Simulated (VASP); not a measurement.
# AlNi: single point with PBE

The system is AlNi.

```
Ni Al
1.0
     1.93869   -1.95319    0.00000
     1.93869    1.95319    0.00000
     0.00000    0.00000    3.09943
Ni Al
1 1
Cartesian
  1.9387 0.0000 1.5497
  0.0000 0.0000 0.0000
```

```
Program             : VASP 6.6.1
Task                : single point
Functional          : PBE
Potentials or basis : VASP PAW PBE potentials, release 64 (Ni, Al)
Cutoff              : 520 eV
k mesh              : 10 × 10 × 9
Occupations         : fermi-dirac, width 0.05 eV
Spin                : collinear spin, ferromagnetic start
Starting moments    : [1.0, 0.0] μB
```

* Pressure: 6.2 GPa
* Net moment: 0.00 μB per cell
* Valence electrons inside the program's atomic spheres: Ni 9.49; Al 0.81

Stress tensor (GPa, compression positive):
```
9.48 0.00 0.00
0.00 7.78 0.00
0.00 0.00 1.44
```

Levels at points of the mesh, in eV from the Fermi level:
Spin up:
| k point | band 3 | band 4 | band 5 | band 6 | band 7 | band 8 | band 9 | band 10 | band 11 | band 12 |
| --- | --- | --- | --- | --- | --- | --- | --- | --- | --- | --- |
| (0.00, 0.00, 0.00) | -3.26 | -1.64 | -1.63 | -1.34 | 2.95 | 7.06 | 7.10 | 7.18 | 8.66 | 14.65 |
| (0.50, 0.00, 0.00) | -2.78 | -2.74 | -2.06 | -1.51 | -0.34 | 7.82 | 7.93 | 9.38 | 11.66 | 12.73 |
| (0.50, 0.50, 0.00) | -2.43 | -2.43 | -2.43 | -2.31 | -0.83 | 2.24 | 3.29 | 10.80 | 13.54 | 13.67 |
Spin down:
```csv
k point,band 3,band 4,band 5,band 6,band 7,band 8,band 9,band 10,band 11,band 12
"(0.00, 0.00, 0.00)",-3.26,-1.64,-1.63,-1.34,2.95,7.06,7.10,7.18,8.66,14.65
"(0.50, 0.00, 0.00)",-2.78,-2.74,-2.06,-1.51,-0.34,7.82,7.93,9.38,11.66,12.73
"(0.50, 0.50, 0.00)",-2.43,-2.43,-2.43,-2.31,-0.83,2.24,3.29,10.80,13.54,13.67
```

It took 35 s on 1 thread of Intel(R) Xeon(R) 6975P-C (Granite Rapids), with other jobs on the host, peak memory 0.21 GiB.
